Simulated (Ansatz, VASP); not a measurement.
## Two plane-wave programs on Re

Contents of INCAR:

```
  AGGAC = 1.0
  AGGAX = 1.0
  ALDAC = 0.0
  ALDAX = 1.0
  ALGO = Normal
  EDIFF = 1E-6
  ENCUT = 520
  GGA = B5
  ISIF = 2
  ISMEAR = -1
  LASPH = True
  LCHARG = False
  LREAL = False
  LWAVE = False
  NBANDS = 10
  NELM = 100
  PREC = Accurate
  SIGMA = 0.1
```

The input KPOINTS:

```
k-points
0
Gamma
  13 13 13
```

Contents of POSCAR:

```
Re
1.0
    2.7179400831      0.0000000000      0.0000000000
    0.0000000000      2.7179400831      0.0000000000
    0.0000000000      0.0000000000      2.7179400831
Re
1
Direct
    0.0000000000      0.0000000000      0.0000000000
```

Input for Ansatz:

```yaml
crystal:
  lattice:
    - [2.7179400831, 0.0, 0.0]
    - [0.0, 2.7179400831, 0.0]
    - [0.0, 0.0, 2.7179400831]
  atoms:
    - { symbol: Re, position: [0.0, 0.0, 0.0] }
hamiltonian:
  xc: blyp
  pseudopotentials:
    kind: paw
    azcp:
      Re: "pseudopotentials/Re.paw.azcp"
basis:
  ecutwfc: 420
  fft_grid_basis: typed
kpoints:
  mp_grid: { grid: [13, 13, 13], shift: [0, 0, 0] }
magnetization:
  spin_polarized: false
scf:
  occupations: { method: fermi_dirac, width: 0.1 }
  lower_state_search: "off"
output:
  stress: true
  write_density: true
  write_potential: true
  elf: true
  volumetric_format: npy
```

Alike in both runs: task single point; functional BLYP; k mesh 13 × 13 × 13; occupations fermi-dirac, width 0.1 eV; no spin polarisation.

|  | VASP | Ansatz |
| --- | --- | --- |
| version | VASP 6.6.1 | Ansatz 0.2.0 |
| potentials or method | VASP PAW PBE potentials, release 64 (Re), cutoff 520 eV | plane waves (420 eV) with PAW, scalar-relativistic |
| valence electrons in the cell | 7 | 15 |

```tsv
	VASP	Ansatz	Ansatz less VASP
pressure (GPa)	-19.8	-20.1	-0.33
```

VASP's potentials were made for PBE, not for BLYP. VASP's potentials hold 7 valence electrons a cell and Ansatz's 15, so a difference there can come from the potentials and not from the codes.

Spin-orbit coupling is off throughout.
